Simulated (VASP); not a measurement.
# AgCl (Cmcm) in VASP: a series of runs

Runs on AgCl. Level: PBE. Tasks: single point.

All numbers are computed with VASP 6.6.1; they aren't measurements. Logs are shortened: lines on timing, memory, paths and dates and some standing lists are left out, and cuts for length are marked.

### 1 The cell of the first run

The structure is orthorhombic, space group Cmcm (No. 63). Conventional cell: a = 3.729 Å, b = 11.076 Å, c = 3.911 Å, α = 90.00°, β = 90.00°, γ = 90.00°. Within 4.0 Å of Ag (site symmetry m2m) lie 7 Cl at 2.72 to 3.23 Å and 6 Ag at 3.01 to 3.91 Å. Cl (site symmetry m2m) has 7 Ag at 2.72 to 3.23 Å and 10 Cl at 3.56 to 3.91 Å within 4.0 Å.

### 2 Single point, PBE (20.19 Å³/atom)

The input, INCAR:

```
SYSTEM = AgCl
PREC = Accurate
ENCUT = 520
EDIFF = 1E-6
ISMEAR = -1
SIGMA = 0.03
LREAL = .FALSE.
LASPH = .TRUE.
NELM = 100
ALGO = Normal
ISIF = 2
LWAVE = .FALSE.
LCHARG = .FALSE.
GGA = PE
NBANDS = 26
```

The input, KPOINTS:

```
regular mesh
0
G
  9 9 8
  0 0 0
```

The input, POSCAR:

```
AgCl
1.0
    1.8646524332     -5.5380111664      0.0000000000
    1.8646524332      5.5380111664      0.0000000000
    0.0000000000      0.0000000000      3.9109133812
Ag Cl
2 2
Direct
    0.3965554000      0.6034446000      0.7500000000
    0.6034446000      0.3965554000      0.2500000000
    0.8654487300      0.1345512700      0.2500000000
    0.1345512700      0.8654487300      0.7500000000
```

Potentials or basis: VASP PAW PBE potentials, release 64 (Ag, Cl).

Started as:

```bash
$ cat potpaw_PBE.64/Ag/POTCAR potpaw_PBE.64/Cl/POTCAR > POTCAR
$ mpirun -np 1 vasp_std > vasp.out
```

OUTCAR:

```text
SYSTEM = AgCl
   PREC = Accurate
   ENCUT = 520
   EDIFF = 1E-6
   ISMEAR = -1
   LREAL = .FALSE.
   LASPH = .TRUE.
   NELM = 100
   ISIF = 2
   GGA = PE

 ion  position               nearest neighbor table
   1  0.397  0.603  0.750-   3 2.72   3 2.72   3 2.72   3 2.72   4 2.90   2 3.01   2 3.01
   2  0.603  0.397  0.250-   4 2.72   4 2.72   4 2.72   4 2.72   3 2.90   1 3.01   1 3.01
   3  0.865  0.135  0.250-   1 2.72   1 2.72   1 2.72   1 2.72   2 2.90
   4  0.135  0.865  0.750-   2 2.72   2 2.72   2 2.72   2 2.72   1 2.90

  LATTYP: Found a base centered orthorhombic cell.
 ALAT       =     3.7293048664
 B/A-ratio  =     2.9699964818
 C/A-ratio  =     1.0486976853

  Lattice vectors:

 A1 = (   1.8646524332,  -5.5380111664,   0.0000000000)
 A2 = (   1.8646524332,   5.5380111664,   0.0000000000)
 A3 = (   0.0000000000,   0.0000000000,   3.9109133812)

Analysis of symmetry for initial positions (statically):
=====================================================================
 Subroutine PRICEL returns:
 Original cell was already a primitive cell.

 Routine SETGRP: Setting up the symmetry group for a
 base centered orthorhombic supercell.

 Subroutine GETGRP returns: Found  8 space group operations
 (whereof  4 operations were pure point group operations)
 out of a pool of  8 trial point group operations.

The static configuration has the point symmetry C_2h.
 The point group associated with its full space group is D_2h.

Analysis of symmetry for dynamics (positions and initial velocities):
=====================================================================
 Subroutine PRICEL returns:
 Original cell was already a primitive cell.

 Routine SETGRP: Setting up the symmetry group for a
 base centered orthorhombic supercell.

 Subroutine GETGRP returns: Found  8 space group operations
 (whereof  4 operations were pure point group operations)
 out of a pool of  8 trial point group operations.

The dynamic configuration has the point symmetry C_2h.
 The point group associated with its full space group is D_2h.

 Subroutine INISYM returns: Found  8 space group operations
 (whereof  4 operations are pure point group operations),
 and found     1 'primitive' translations

----------------------------------------------------------------------------------------

                                     Primitive cell

  volume of cell :      80.7718

  direct lattice vectors                    reciprocal lattice vectors
     1.864652433 -5.538011166  0.000000000     0.268146487 -0.090285120  0.000000000
     1.864652433  5.538011166  0.000000000     0.268146487  0.090285120  0.000000000
     0.000000000  0.000000000  3.910913381     0.000000000  0.000000000  0.255694745

  length of vectors
     5.843500353  5.843500353  3.910913381     0.282938052  0.282938052  0.255694745

  position of ions in fractional coordinates (direct lattice)
     0.396555400  0.603444600  0.750000000
     0.603444600  0.396555400  0.250000000
     0.865448730  0.134551270  0.250000000
     0.134551270  0.865448730  0.750000000

  ion indices of the primitive-cell ions
   primitive index   ion index
                 1           1
                 2           2
                 3           3
                 4           4

----------------------------------------------------------------------------------------

 KPOINTS: regular mesh

Automatic generation of k-mesh.
 Grid dimensions read from file:
 generate k-points for:    9    9    8

 Generating k-lattice:

  Cartesian coordinates                     Fractional coordinates (reciprocal lattice)
     0.029794054 -0.010031680  0.000000000     0.111111111  0.000000000  0.000000000
     0.029794054  0.010031680  0.000000000     0.000000000  0.111111111  0.000000000
     0.000000000  0.000000000  0.031961843     0.000000000  0.000000000  0.125000000

  Length of vectors
     0.031437561  0.031437561  0.031961843

  Shift w.r.t. Gamma in fractional coordinates (k-lattice)
     0.000000000  0.000000000  0.000000000

 Subroutine IBZKPT returns following result:
 ===========================================

 Found    125 irreducible k-points:

 Following reciprocal coordinates:
            Coordinates               Weight
  0.000000  0.000000  0.000000      1.000000
  0.111111 -0.000000  0.000000      4.000000
  0.222222 -0.000000  0.000000      4.000000
  0.333333  0.000000  0.000000      4.000000
  0.444444 -0.000000  0.000000      4.000000
  0.111111  0.111111  0.000000      2.000000
[... 16 lines left out ...]
 -0.333333  0.333333  0.000000      2.000000
  0.444444  0.444444  0.000000      2.000000
 [... further k-points ...]
   k-points           NKPTS =    125   k-points in BZ     NKDIM =    125   number of bands    NBANDS=     26
   number of dos      NEDOS =    301   number of ions     NIONS =      4
   total plane-waves  NPLWV =  69120
   dimension x,y,z NGX =    48 NGY =   48 NGZ =   30
   dimension x,y,z NGXF=    96 NGYF=   96 NGZF=   60
   ions per type =               2   2
   NGX,Y,Z   is equivalent  to a cutoff of  13.66, 13.66, 12.75 a.u.
   NGXF,Y,Z  is equivalent  to a cutoff of  27.31, 27.31, 25.50 a.u.
 SYSTEM =  AgCl
   PREC   = accura    normal or accurate (medium, high low for compatibility)
   ISTART =      0    job   : 0-new  1-cont  2-samecut
   ICHARG =      2    charge: 1-file 2-atom 10-const
   ISPIN  =      1    spin polarized calculation?
   LNONCOLLINEAR =      F non collinear calculations
   LSORBIT =      F    spin-orbit coupling
   LASPH  =      T    aspherical Exc in radial PAW
   ENCUT  =  520.0 eV  38.22 Ry    6.18 a.u.  10.87 10.87  7.27*2*pi/ulx,y,z
   NELM   =    100;   NELMIN=  2; NELMDL= -5     # of ELM steps
   EDIFF  = 0.1E-05   stopping-criterion for ELM
   LREAL  =      F    real-space projection
   EDIFFG = 0.1E-04   stopping-criterion for IOM
   NSW    =      0    number of steps for IOM
   IBRION =     -1    ionic relax: 0-MD 1-quasi-New 2-CG
   NFREE  =      0    steps in history (QN), initial steepest desc. (CG)
   ISIF   =      2    stress and relaxation
   ISYM   =      2    0-nonsym 1-usesym 2-fastsym
   POTIM  = 0.5000    time-step for ionic-motion
   TEBEG  =    0.0;   TEEND  =   0.0 temperature during run
   PSTRESS=    0.0 pullay stress
   NELECT =      36.0000    total number of electrons
   NUPDOWN=      -1.0000    fix difference up-down
   EMIN   =  10.00;   EMAX   =-10.00  energy-range for DOS
   EFERMI =   0.00;   METHOD = LEGACY
   ISMEAR =    -1;   SIGMA  =   0.03  broadening in eV -4-tet -1-fermi 0-gaus
   EFERMI_NEDOS =   21; number of points for ismear=-14 and -15
   IALGO  =     38    algorithm
   IMIX   =      4    mixing-type and parameters
     AMIX     =   0.40;   BMIX     =  1.00
     AMIX_MAG =   1.60;   BMIX_MAG =  1.00
  volume/ion in A,a.u.               =      20.19       136.27
  Fermi-wavevector in a.u.,A,eV,Ry     =   1.250515  2.363131 21.276636  1.563789
  Thomas-Fermi vector in A             =   2.384506
   LORBIT       =      0    0 simple, 1 ext, 2 COOP (PROOUT), +10 PAW based schemes
   GGA     = PE    functional components
   LHFCALC =     F    Hartree Fock is set to
   AEXX    =    0.0000 exact exchange contribution
   IVDW    =     0    specifies the selected vdW correction
   LEPSILON=     F    determine dielectric tensor
   LRPA    =     F    only Hartree local field effects (RPA)
 non-spin polarized calculation
  energy-cutoff  :      520.00
  volume of cell :       80.77
 maximum number of plane-waves:      2203
 NGX is ok and might be reduce to    48
   NGX = 21   NGY = 21   NGZ = 15

 number of electron      36.0000005 magnetization

 Free energy of the ion-electron system (eV)
  ---------------------------------------------------
  ext. energy  EPLUGINS =         0.00000000
  ---------------------------------------------------
  free energy    TOTEN  =       -10.63757040 eV

  energy without entropy =      -10.63756858  energy(sigma->0) =      -10.63756949

 E-fermi :   4.6497     XC(G=0): -10.3060

 val. band max:        4.3698356450   @ k =   0.2222   0.2222   0.0000
 cond. band min:       4.8559940425   @ k =   0.0000   0.0000   0.0000
 fundamental gap:      0.4861583975
 Fermi energy:         4.6496720191

 k-point     1 :       0.0000    0.0000    0.0000
  band No.  band energies     occupation
      1     -10.8546      2.00000
      2     -10.2335      2.00000
      3      -0.2160      2.00000
      4       0.8782      2.00000
      5       1.0881      2.00000
      6       1.2169      2.00000
[... 18 lines left out ...]
     25      14.5745      0.00000
     26      15.4661      0.00000

 k-point     2 :       0.1111   -0.0000    0.0000
  band No.  band energies     occupation
      1     -10.8097      2.00000
      2     -10.2195      2.00000
      3      -0.2128      2.00000
      4       0.5925      2.00000
      5       0.6414      2.00000
      6       0.9349      2.00000
[... 18 lines left out ...]
     25      14.9958      0.00000
     26      15.3027      0.00000

 k-point     3 :       0.2222   -0.0000    0.0000
  band No.  band energies     occupation
      1     -10.6891      2.00000
      2     -10.1869      2.00000
      3      -0.2064      2.00000
      4      -0.0588      2.00000
      5       0.1966      2.00000
      6       0.2336      2.00000
[... 18 lines left out ...]
     25      14.7269      0.00000
     26      15.5532      0.00000

 k-point     4 :       0.3333    0.0000    0.0000
  band No.  band energies     occupation
      1     -10.5346      2.00000
      2     -10.1595      2.00000
      3      -0.6851      2.00000
      4      -0.4723      2.00000
      5      -0.1104      2.00000
      6      -0.0690      2.00000
[... 18 lines left out ...]
     25      14.0700      0.00000
     26      15.6011      0.00000
[... 496 lines left out ...]
      1     -10.6206      2.00000
      2     -10.4130      2.00000
      3      -0.0172      2.00000
      4       0.2966      2.00000
      5       0.8100      2.00000
      6       0.9790      2.00000
[... 18 lines left out ...]
     25      14.6450      0.00000
     26      15.8343      0.00000

 k-point    23 :      -0.3333    0.3333    0.0000
  band No.  band energies     occupation
      1     -10.7029      2.00000
      2     -10.3897      2.00000
      3      -0.0765      2.00000
      4       0.7040      2.00000
      5       1.0071      2.00000
      6       1.2222      2.00000
[... 18 lines left out ...]
     25      14.9545      0.00000
     26      15.3069      0.00000

 k-point    24 :       0.4444    0.4444    0.0000
  band No.  band energies     occupation
      1     -10.5337      2.00000
      2     -10.5005      2.00000
      3       0.1112      2.00000
      4       0.1455      2.00000
      5       0.8747      2.00000
      6       0.9173      2.00000
[... 18 lines left out ...]
     25      14.8282      0.00000
     26      15.8416      0.00000

 [... further k-points ...]

------------------------ aborting loop because EDIFF is reached ----------------------------------------

  FORCE on cell =-STRESS in cart. coord.  units (eV):
  Direction    XX          YY          ZZ          XY          YZ          ZX
  --------------------------------------------------------------------------------------
  -------------------------------------------------------------------------------------
  Total        1.0711190      1.0615368      1.0732717      0.0000000      0.0000000      0.0000000
  in kB       21.2465479     21.0564771     21.2892503      0.0000000      0.0000000      0.0000000
  external PRESSURE =      21.1974251 kB  Pullay stress =       0.0000000 kB

 VOLUME and BASIS-vectors are now :
 -----------------------------------------------------------------------------
  energy-cutoff  :      520.00
  volume of cell :       80.77
      direct lattice vectors                 reciprocal lattice vectors
     1.864652433 -5.538011166  0.000000000     0.268146487 -0.090285120  0.000000000
     1.864652433  5.538011166  0.000000000     0.268146487  0.090285120  0.000000000
     0.000000000  0.000000000  3.910913381     0.000000000  0.000000000  0.255694745

 POSITION                                       TOTAL-FORCE (eV/Angst)
 -----------------------------------------------------------------------------------
      1.86465      1.14575      2.93319         0.000000      0.008467      0.000000
      1.86465     -1.14575      0.97773         0.000000     -0.008467     -0.000000
      1.86465     -4.04772      0.97773         0.000000      0.010480     -0.000000
      1.86465      4.04772      2.93319         0.000000     -0.010480     -0.000000
 -----------------------------------------------------------------------------------
    total drift:                                0.000000     -0.000000      0.000000

  FREE ENERGIE OF THE ION-ELECTRON SYSTEM (eV)
  ---------------------------------------------------
  free  energy   TOTEN  =       -10.6375704003 eV

  energy  without entropy=      -10.6375685805  energy(sigma->0) =      -10.63756949
```

Run time: 6.7 min. Hardware: 1 thread of AMD EPYC 7R13, shared host; peak memory 0.36 GiB.

Results:

```
Free energy            : -10.6376 eV
Pressure               : 2.1 GPa
Largest force          : 0.010 eV/Å
Band gap on the k mesh : 0.49 eV (least direct gap 1.98 eV)
```

Forces in eV/Å, atoms in the order of the input:
```
Ag   0.000  0.008  0.000
Ag   0.000 -0.008  0.000
Cl   0.000  0.010  0.000
Cl   0.000 -0.010  0.000
```

Caveat: an odd mesh through Γ misses points on the zone boundary, where band edges can lie.

[end of part 1 of 2]
